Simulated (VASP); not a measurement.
## ScAl7N8 (a cell with a defect): single point with PBE

The system is ScAl7N8 (a cell with a defect).

```
Al N Sc
1.0
     8.75544    0.00000    0.00000
     0.00000    4.37772    0.00000
     0.00000    0.00000    4.37772
Al N Sc
7 8 1
Direct
  0.99327 0.02587 0.99089
  0.49645 0.00272 0.00499
  0.25631 0.50739 0.99669
  0.74740 0.52363 0.97310
  0.25152 0.97786 0.51434
  0.73470 0.01069 0.50481
  0.99049 0.49969 0.48358
  0.12096 0.28182 0.25549
  0.61658 0.24222 0.26941
  0.38047 0.77441 0.26383
  0.87369 0.77078 0.22961
  0.38465 0.21604 0.73873
  0.86390 0.24590 0.76767
  0.12044 0.75186 0.76070
  0.60424 0.73200 0.72410
  0.49165 0.47617 0.49234
```

```
Program             : VASP 6.6.1
Task                : single point
Functional          : PBE
Potentials or basis : VASP PAW PBE potentials, release 64 (Al, N, Sc_sv)
Cutoff              : 520 eV
k mesh              : 2 × 2 × 2, shifted
Occupations         : fermi-dirac, width 0.05 eV
Spin                : collinear spin
Starting moments    : [0.0, 0.0, 0.0, 0.0, 0.0, 0.0, 0.0, 0.0, 0.0, 0.0, 0.0, 0.0, 0.0, 0.0, 0.0, 1.0] μB
```

| Property | Result |
| --- | --- |
| Largest force | 7.525 eV/Å |
| Net moment | 0.00 μB per cell |
| Valence electrons inside the program's atomic spheres | Al 0.82, 0.84, 0.75, 0.78, 0.81, 0.80 (each value once); N 3.79, 3.89, 3.88, 3.80, 3.86 (each value once); Sc 10.84 |

Forces on the atoms (eV/Å):
```
Al   1.598 -0.963  1.128
Al   1.358 -0.988 -0.013
Al  -0.415 -0.266  0.290
Al  -0.841 -0.153  1.578
Al  -1.258  1.442 -0.644
Al   1.547 -1.549  0.124
Al  -0.444  1.235  1.385
N    1.193 -2.068 -0.785
N    3.901 -2.021 -5.459
N   -2.864  0.371 -3.195
N   -1.012 -0.675  1.271
N   -4.574 -0.903  4.085
N   -0.142  1.017 -2.484
N   -0.259 -0.236 -0.471
N    4.508  4.033  4.476
Sc  -2.296  1.722 -1.286
```

Levels at points of the mesh, in eV from the Fermi level:
Spin up:
```csv
k point,band 34,band 35,band 36,band 37,band 38,band 39
"(0.25, 0.25, 0.25)",-0.25,-0.15,0.00,4.87,5.14,5.44
```
Spin down:
```tsv
k point	band 34	band 35	band 36	band 37	band 38	band 39
(0.25, 0.25, 0.25)	-0.25	-0.16	0.00	4.87	5.14	5.44
```

Wall time 4.4 min on 1 thread of Intel Xeon 8259CL, with other jobs on the host, peak memory 0.37 GiB.

Caveat: the k points lie up to 0.72 Å⁻¹ apart; the cell carries a net charge on a neutralising background, which shifts energy and pressure; the cell is charged against a uniform background, so pressure and absolute levels hang on convention.
